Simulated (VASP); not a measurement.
# Nb (Im-3m) in VASP: notebook

The runs below take Nb through single point, with PBE.

Everything below comes from runs of VASP 6.6.1. Logs are shortened: lines on timing, memory, paths and dates and some standing lists are left out, and cuts for length are marked.

**1. The cell of the first run**

Symmetry: Im-3m, No. 229, cubic system. The conventional cell has a = 3.328 Å, b = 3.328 Å, c = 3.328 Å, α = 90.00°, β = 90.00°, γ = 90.00°. Nb (site symmetry m-3m) has 14 Nb at 2.88 to 3.33 Å within 3.8 Å.

**2. Single point, PBE**

INCAR

```
PREC = Accurate
ENCUT = 500
EDIFF = 1E-6
ISMEAR = 0
SIGMA = 0.016
LREAL = False
LASPH = True
NELM = 120
ALGO = Normal
ISIF = 2
LWAVE = False
LCHARG = False
GGA = PE
NBANDS = 12
GGA_COMPAT = False
```

KPOINTS

```
Automatic mesh
0
Gamma
  11 11 11
```

POSCAR

```
Nb
1.0
   -1.6639500000      1.6639500000      1.6639500000
    1.6639500000     -1.6639500000      1.6639500000
    1.6639500000      1.6639500000     -1.6639500000
Nb
1
Direct
    0.0000000000      0.0000000000      0.0000000000
```

Potentials or basis: VASP PAW PBE potentials, release 64 (Nb_sv).

Command:

```console
$ cat potpaw_PBE.64/Nb_sv/POTCAR > POTCAR
$ mpirun -np 1 vasp_std > vasp.out
```

OUTCAR:

```text
PREC = Accurate
   ENCUT = 500
   EDIFF = 1E-6
   ISMEAR = 0
   LREAL = False
   LASPH = True
   NELM = 120
   ISIF = 2
   GGA = PE

 ion  position               nearest neighbor table
   1  0.000  0.000  0.000-

  LATTYP: Found a body centered cubic cell.
 ALAT       =     3.3279000000

  Lattice vectors:

 A1 = (  -1.6639500000,   1.6639500000,   1.6639500000)
 A2 = (   1.6639500000,  -1.6639500000,   1.6639500000)
 A3 = (   1.6639500000,   1.6639500000,  -1.6639500000)

Analysis of symmetry for initial positions (statically):
=====================================================================
 Subroutine PRICEL returns:
 Original cell was already a primitive cell.

 Routine SETGRP: Setting up the symmetry group for a
 body centered cubic supercell.

 Subroutine GETGRP returns: Found 48 space group operations
 (whereof 48 operations were pure point group operations)
 out of a pool of 48 trial point group operations.

The static configuration has the point symmetry O_h .

Analysis of symmetry for dynamics (positions and initial velocities):
=====================================================================
 Subroutine PRICEL returns:
 Original cell was already a primitive cell.

 Routine SETGRP: Setting up the symmetry group for a
 body centered cubic supercell.

 Subroutine GETGRP returns: Found 48 space group operations
 (whereof 48 operations were pure point group operations)
 out of a pool of 48 trial point group operations.

The dynamic configuration has the point symmetry O_h .

 Subroutine INISYM returns: Found 48 space group operations
 (whereof 48 operations are pure point group operations),
 and found     1 'primitive' translations

----------------------------------------------------------------------------------------

                                     Primitive cell

  volume of cell :      18.4281

  direct lattice vectors                    reciprocal lattice vectors
    -1.663950000  1.663950000  1.663950000     0.000000000  0.300489798  0.300489798
     1.663950000 -1.663950000  1.663950000     0.300489798  0.000000000  0.300489798
     1.663950000  1.663950000 -1.663950000     0.300489798  0.300489798  0.000000000

  length of vectors
     2.882045941  2.882045941  2.882045941     0.424956748  0.424956748  0.424956748

  position of ions in fractional coordinates (direct lattice)
     0.000000000  0.000000000  0.000000000

  ion indices of the primitive-cell ions
   primitive index   ion index
                 1           1

----------------------------------------------------------------------------------------

 KPOINTS: Automatic mesh

Automatic generation of k-mesh.
 Grid dimensions read from file:
 generate k-points for:   11   11   11

 Generating k-lattice:

  Cartesian coordinates                     Fractional coordinates (reciprocal lattice)
     0.000000000  0.027317254  0.027317254     0.090909091  0.000000000  0.000000000
     0.027317254  0.000000000  0.027317254     0.000000000  0.090909091  0.000000000
     0.027317254  0.027317254  0.000000000     0.000000000  0.000000000  0.090909091

  Length of vectors
     0.038632432  0.038632432  0.038632432

  Shift w.r.t. Gamma in fractional coordinates (k-lattice)
     0.000000000  0.000000000  0.000000000

 Subroutine IBZKPT returns following result:
 ===========================================

 Found     56 irreducible k-points:

 Following reciprocal coordinates:
            Coordinates               Weight
  0.000000  0.000000  0.000000      1.000000
  0.090909  0.000000  0.000000     12.000000
  0.181818  0.000000  0.000000     12.000000
  0.272727  0.000000  0.000000     12.000000
  0.363636  0.000000  0.000000     12.000000
  0.454545  0.000000  0.000000     12.000000
[... 16 lines left out ...]
  0.272727  0.181818  0.090909     48.000000
  0.363636  0.181818  0.090909     24.000000
 [... further k-points ...]
   k-points           NKPTS =     56   k-points in BZ     NKDIM =     56   number of bands    NBANDS=     12
   number of dos      NEDOS =    301   number of ions     NIONS =      1
   total plane-waves  NPLWV =  13824
   dimension x,y,z NGX =    24 NGY =   24 NGZ =   24
   dimension x,y,z NGXF=    48 NGYF=   48 NGZF=   48
   ions per type =               1
   NGX,Y,Z   is equivalent  to a cutoff of  13.84, 13.84, 13.84 a.u.
   NGXF,Y,Z  is equivalent  to a cutoff of  27.69, 27.69, 27.69 a.u.
 SYSTEM =  unknown system
   PREC   = accura    normal or accurate (medium, high low for compatibility)
   ISTART =      0    job   : 0-new  1-cont  2-samecut
   ICHARG =      2    charge: 1-file 2-atom 10-const
   ISPIN  =      1    spin polarized calculation?
   LNONCOLLINEAR =      F non collinear calculations
   LSORBIT =      F    spin-orbit coupling
   LASPH  =      T    aspherical Exc in radial PAW
   ENCUT  =  500.0 eV  36.75 Ry    6.06 a.u.   5.25  5.25  5.25*2*pi/ulx,y,z
   NELM   =    120;   NELMIN=  2; NELMDL= -5     # of ELM steps
   EDIFF  = 0.1E-05   stopping-criterion for ELM
   LREAL  =      F    real-space projection
   EDIFFG = 0.1E-04   stopping-criterion for IOM
   NSW    =      0    number of steps for IOM
   IBRION =     -1    ionic relax: 0-MD 1-quasi-New 2-CG
   NFREE  =      0    steps in history (QN), initial steepest desc. (CG)
   ISIF   =      2    stress and relaxation
   ISYM   =      2    0-nonsym 1-usesym 2-fastsym
   POTIM  = 0.5000    time-step for ionic-motion
   TEBEG  =    0.0;   TEEND  =   0.0 temperature during run
   PSTRESS=    0.0 pullay stress
   NELECT =      13.0000    total number of electrons
   NUPDOWN=      -1.0000    fix difference up-down
   EMIN   =  10.00;   EMAX   =-10.00  energy-range for DOS
   EFERMI =   0.00;   METHOD = LEGACY
   ISMEAR =     0;   SIGMA  =   0.02  broadening in eV -4-tet -1-fermi 0-gaus
   EFERMI_NEDOS =   21; number of points for ismear=-14 and -15
   IALGO  =     38    algorithm
   IMIX   =      4    mixing-type and parameters
     AMIX     =   0.40;   BMIX     =  1.00
     AMIX_MAG =   1.60;   BMIX_MAG =  1.00
  volume/ion in A,a.u.               =      18.43       124.36
  Fermi-wavevector in a.u.,A,eV,Ry     =   1.457345  2.753983 28.896790  2.123854
  Thomas-Fermi vector in A             =   2.574157
   LORBIT       =      0    0 simple, 1 ext, 2 COOP (PROOUT), +10 PAW based schemes
   GGA     = PE    functional components
   LHFCALC =     F    Hartree Fock is set to
   AEXX    =    0.0000 exact exchange contribution
   IVDW    =     0    specifies the selected vdW correction
   LEPSILON=     F    determine dielectric tensor
   LRPA    =     F    only Hartree local field effects (RPA)
 non-spin polarized calculation
 Gauss-broadening in eV      SIGMA  =   0.02
  energy-cutoff  :      500.00
  volume of cell :       18.43
 maximum number of plane-waves:       478
 NGX is ok and might be reduce to    24
   NGX = 11   NGY = 11   NGZ = 11

 number of electron      12.9999999 magnetization

 Free energy of the ion-electron system (eV)
  ---------------------------------------------------
  ext. energy  EPLUGINS =         0.00000000
  ---------------------------------------------------
  free energy    TOTEN  =       -10.20600866 eV

  energy without entropy =      -10.20562392  energy(sigma->0) =      -10.20581629

 E-fermi :  10.7903     XC(G=0): -12.3858

 val. band max:       10.7780541288   @ k =  -0.1818   0.2727   0.0909
 cond. band min:      10.7907081117   @ k =   0.2727   0.0000   0.0000
 fundamental gap:      0.0126539829
 Fermi energy:        10.7903259582

 k-point     1 :       0.0000    0.0000    0.0000
  band No.  band energies     occupation
      1     -43.5610      2.00000
      2     -18.9035      2.00000
      3     -18.9035      2.00000
      4     -18.9035      2.00000
      5       4.9577      2.00000
      6      11.2217      0.00000
      7      11.2217      0.00000
      8      11.2217      0.00000
      9      14.0563      0.00000
     10      14.0563      0.00000
     11      25.0174      0.00000
     12      25.0174      0.00000

 k-point     2 :       0.0909    0.0000    0.0000
  band No.  band energies     occupation
      1     -43.5436      2.00000
      2     -19.0108      2.00000
      3     -18.9363      2.00000
      4     -18.9043      2.00000
      5       5.2859      2.00000
      6      11.0240      0.00000
      7      11.1666      0.00000
      8      11.5371      0.00000
      9      13.7783      0.00000
     10      14.0595      0.00000
     11      25.2694      0.00000
     12      25.5864      0.00000

 k-point     3 :       0.1818    0.0000    0.0000
  band No.  band energies     occupation
      1     -43.4967      2.00000
      2     -19.2917      2.00000
      3     -19.0233      2.00000
      4     -18.9065      2.00000
      5       6.1465      2.00000
      6      10.5409      2.00000
      7      10.9144      0.00000
      8      12.4505      0.00000
      9      13.4735      0.00000
     10      14.1050      0.00000
     11      25.5621      0.00000
     12      26.8173      0.00000

 k-point     4 :       0.2727    0.0000    0.0000
  band No.  band energies     occupation
      1     -43.4345      2.00000
      2     -19.6458      2.00000
      3     -19.1351      2.00000
      4     -18.9096      2.00000
      5       7.0659      2.00000
      6       9.9879      2.00000
      7      10.7907      0.97305
      8      13.6253      0.00000
      9      13.8551      0.00000
     10      14.2521      0.00000
     11      24.7956      0.00000
     12      26.1599      0.00000

 k-point     5 :       0.3636    0.0000    0.0000
  band No.  band energies     occupation
      1     -43.3767      2.00000
      2     -19.9592      2.00000
      3     -19.2359      2.00000
      4     -18.9125      2.00000
      5       7.3501      2.00000
      6       9.5383      2.00000
      7      11.5990      0.00000
      8      13.9695      0.00000
      9      14.4933      0.00000
     10      15.5069      0.00000
     11      23.4408      0.00000
     12      24.2461      0.00000
[... 228 lines left out ...]
      1     -43.5266      2.00000
      2     -19.0477      2.00000
      3     -18.9696      2.00000
      4     -18.9696      2.00000
      5       5.6043      2.00000
      6      11.1727      0.00000
      7      11.1727      0.00000
      8      11.5186      0.00000
      9      13.1452      0.00000
     10      14.3776      0.00000
     11      25.8503      0.00000
     12      26.1266      0.00000

 k-point    22 :       0.1818    0.1818    0.0909
  band No.  band energies     occupation
      1     -43.3724      2.00000
      2     -19.8780      2.00000
      3     -19.2251      2.00000
      4     -19.0723      2.00000
      5       8.5306      2.00000
      6       9.5500      2.00000
      7       9.7876      2.00000
      8      14.0781      0.00000
      9      14.5518      0.00000
     10      17.0119      0.00000
     11      24.2485      0.00000
     12      25.1221      0.00000

 k-point    23 :       0.2727    0.1818    0.0909
  band No.  band energies     occupation
      1     -43.3385      2.00000
      2     -19.9391      2.00000
      3     -19.3921      2.00000
      4     -19.1036      2.00000
      5       8.6004      2.00000
      6       9.3831      2.00000
      7      10.5868      2.00000
      8      14.3062      0.00000
      9      14.7541      0.00000
     10      18.7875      0.00000
     11      22.1179      0.00000
     12      23.9080      0.00000

 k-point    24 :       0.3636    0.1818    0.0909
  band No.  band energies     occupation
      1     -43.3258      2.00000
      2     -19.9439      2.00000
      3     -19.4751      2.00000
      4     -19.1124      2.00000
      5       8.5145      2.00000
      6       9.3283      2.00000
      7      11.1361      0.00000
      8      14.4244      0.00000
      9      14.8175      0.00000
     10      19.6702      0.00000
     11      21.0464      0.00000
     12      23.3508      0.00000

 [... further k-points ...]

------------------------ aborting loop because EDIFF is reached ----------------------------------------

  FORCE on cell =-STRESS in cart. coord.  units (eV):
  Direction    XX          YY          ZZ          XY          YZ          ZX
  --------------------------------------------------------------------------------------
  -------------------------------------------------------------------------------------
  Total       -0.2443390     -0.2443390     -0.2443390     -0.0000000      0.0000000     -0.0000000
  in kB      -21.2433249    -21.2433249    -21.2433249     -0.0000000      0.0000000     -0.0000000
  external PRESSURE =     -21.2433249 kB  Pullay stress =       0.0000000 kB

 VOLUME and BASIS-vectors are now :
 -----------------------------------------------------------------------------
  energy-cutoff  :      500.00
  volume of cell :       18.43
      direct lattice vectors                 reciprocal lattice vectors
    -1.663950000  1.663950000  1.663950000     0.000000000  0.300489798  0.300489798
     1.663950000 -1.663950000  1.663950000     0.300489798  0.000000000  0.300489798
     1.663950000  1.663950000 -1.663950000     0.300489798  0.300489798  0.000000000

 POSITION                                       TOTAL-FORCE (eV/Angst)
 -----------------------------------------------------------------------------------
      0.00000      0.00000      0.00000         0.000000      0.000000      0.000000
 -----------------------------------------------------------------------------------
    total drift:                                0.000000      0.000000      0.000000

  FREE ENERGIE OF THE ION-ELECTRON SYSTEM (eV)
  ---------------------------------------------------
  free  energy   TOTEN  =       -10.2060086569 eV

  energy  without entropy=      -10.2056239194  energy(sigma->0) =      -10.20581629
```

It took 14 s on 1 thread of Intel Xeon 8259CL, shared host; peak memory 0.14 GiB.

What came out:

```yaml
Free_energy: -10.2060 eV
Pressure: -2.1 GPa
```

Levels at points of the mesh, in eV from the Fermi level:
```csv
k point,band 4,band 5,band 6,band 7,band 8,band 9
"(0.00, 0.00, 0.00)",-29.69,-5.83,0.43,0.43,0.43,3.27
```

**3. Single point, PBE**

INCAR: that of step 2 with these lines changed.

```diff
@@ -4,3 +4,3 @@
 ISMEAR = 0
-SIGMA = 0.016
+SIGMA = 0.014
 LREAL = False
```

KPOINTS

```
regular mesh
0
Gamma
  11 11 11
```

POSCAR is that of step 2.

Potentials or basis: VASP PAW PBE potentials, release 64 (Nb_sv).

Command:

```console
$ cat potpaw_PBE.64/Nb_sv/POTCAR > POTCAR
$ mpirun -np 1 vasp_std > vasp.out
```

OUTCAR:

```text
PREC = Accurate
   ENCUT = 500
   EDIFF = 1E-6
   ISMEAR = 0
   LREAL = False
   LASPH = True
   NELM = 120
   ISIF = 2
   GGA = PE

 ion  position               nearest neighbor table
   1  0.000  0.000  0.000-

  LATTYP: Found a body centered cubic cell.
 ALAT       =     3.3279000000

  Lattice vectors:

 A1 = (  -1.6639500000,   1.6639500000,   1.6639500000)
 A2 = (   1.6639500000,  -1.6639500000,   1.6639500000)
 A3 = (   1.6639500000,   1.6639500000,  -1.6639500000)

Analysis of symmetry for initial positions (statically):
=====================================================================
 Subroutine PRICEL returns:
 Original cell was already a primitive cell.

 Routine SETGRP: Setting up the symmetry group for a
 body centered cubic supercell.

 Subroutine GETGRP returns: Found 48 space group operations
 (whereof 48 operations were pure point group operations)
 out of a pool of 48 trial point group operations.

The static configuration has the point symmetry O_h .

Analysis of symmetry for dynamics (positions and initial velocities):
=====================================================================
 Subroutine PRICEL returns:
 Original cell was already a primitive cell.

 Routine SETGRP: Setting up the symmetry group for a
 body centered cubic supercell.

 Subroutine GETGRP returns: Found 48 space group operations
 (whereof 48 operations were pure point group operations)
 out of a pool of 48 trial point group operations.

The dynamic configuration has the point symmetry O_h .

 Subroutine INISYM returns: Found 48 space group operations
 (whereof 48 operations are pure point group operations),
 and found     1 'primitive' translations

----------------------------------------------------------------------------------------

                                     Primitive cell
[... 114 lines left out ...]
   GGA     = PE    functional components
   LHFCALC =     F    Hartree Fock is set to
   AEXX    =    0.0000 exact exchange contribution
   IVDW    =     0    specifies the selected vdW correction
   LEPSILON=     F    determine dielectric tensor
   LRPA    =     F    only Hartree local field effects (RPA)
 non-spin polarized calculation
 Gauss-broadening in eV      SIGMA  =   0.01
  energy-cutoff  :      500.00
  volume of cell :       18.43
 maximum number of plane-waves:       478
 NGX is ok and might be reduce to    24
   NGX = 11   NGY = 11   NGZ = 11

 number of electron      12.9999999 magnetization

 Free energy of the ion-electron system (eV)
  ---------------------------------------------------
  ext. energy  EPLUGINS =         0.00000000
  ---------------------------------------------------
  free energy    TOTEN  =       -10.20596312 eV

  energy without entropy =      -10.20566269  energy(sigma->0) =      -10.20581290

 E-fermi :  10.7902     XC(G=0): -12.3858

 val. band max:       10.7780933171   @ k =  -0.1818   0.2727   0.0909
 cond. band min:      10.7907349830   @ k =   0.2727   0.0000   0.0000
 fundamental gap:      0.0126416659
 Fermi energy:        10.7901633302

 k-point     1 :       0.0000    0.0000    0.0000
  band No.  band energies     occupation
      1     -43.5609      2.00000
      2     -18.9034      2.00000
      3     -18.9034      2.00000
      4     -18.9034      2.00000
      5       4.9577      2.00000
      6      11.2218      0.00000
      7      11.2218      0.00000
      8      11.2218      0.00000
      9      14.0564      0.00000
     10      14.0564      0.00000
     11      25.0174      0.00000
     12      25.0174      0.00000
[... 331 lines left out ...]
 k-point    24 :       0.3636    0.1818    0.0909
  band No.  band energies     occupation
      1     -43.3257      2.00000
      2     -19.9438      2.00000
      3     -19.4750      2.00000
      4     -19.1123      2.00000
      5       8.5145      2.00000
      6       9.3283      2.00000
      7      11.1362      0.00000
      8      14.4244      0.00000
      9      14.8176      0.00000
     10      19.6702      0.00000
     11      21.0464      0.00000
     12      23.3508      0.00000

 [... further k-points ...]

------------------------ aborting loop because EDIFF is reached ----------------------------------------

  FORCE on cell =-STRESS in cart. coord.  units (eV):
  Direction    XX          YY          ZZ          XY          YZ          ZX
  --------------------------------------------------------------------------------------
  -------------------------------------------------------------------------------------
  Total       -0.2443780     -0.2443780     -0.2443780      0.0000000      0.0000000      0.0000000
  in kB      -21.2467176    -21.2467176    -21.2467176      0.0000000      0.0000000      0.0000000
  external PRESSURE =     -21.2467176 kB  Pullay stress =       0.0000000 kB

 VOLUME and BASIS-vectors are now :
 -----------------------------------------------------------------------------
  energy-cutoff  :      500.00
  volume of cell :       18.43
      direct lattice vectors                 reciprocal lattice vectors
    -1.663950000  1.663950000  1.663950000     0.000000000  0.300489798  0.300489798
     1.663950000 -1.663950000  1.663950000     0.300489798  0.000000000  0.300489798
     1.663950000  1.663950000 -1.663950000     0.300489798  0.300489798  0.000000000

 POSITION                                       TOTAL-FORCE (eV/Angst)
 -----------------------------------------------------------------------------------
      0.00000      0.00000      0.00000         0.000000      0.000000      0.000000
 -----------------------------------------------------------------------------------
    total drift:                                0.000000      0.000000     -0.000000

  FREE ENERGIE OF THE ION-ELECTRON SYSTEM (eV)
  ---------------------------------------------------
  free  energy   TOTEN  =       -10.2059631170 eV

  energy  without entropy=      -10.2056626858  energy(sigma->0) =      -10.20581290
```

stdout:

```text
POSCAR found type information on POSCAR Nb
 POSCAR found :  1 types and       1 ions
 scaLAPACK will be used
 LDA part: xc-table for (Slater+PW92), standard interpolation
 POSCAR, INCAR and KPOINTS ok, starting setup
 FFT: planning ... GRIDC
 FFT: planning ... GRID_SOFT
 FFT: planning ... GRID
 WAVECAR not read
 entering main loop
```

Wall time 14 s (1 thread of Intel Xeon 8259CL, shared host); peak memory 0.14 GiB.

Results:

```
Free energy : -10.2060 eV
Pressure    : -2.1 GPa
```
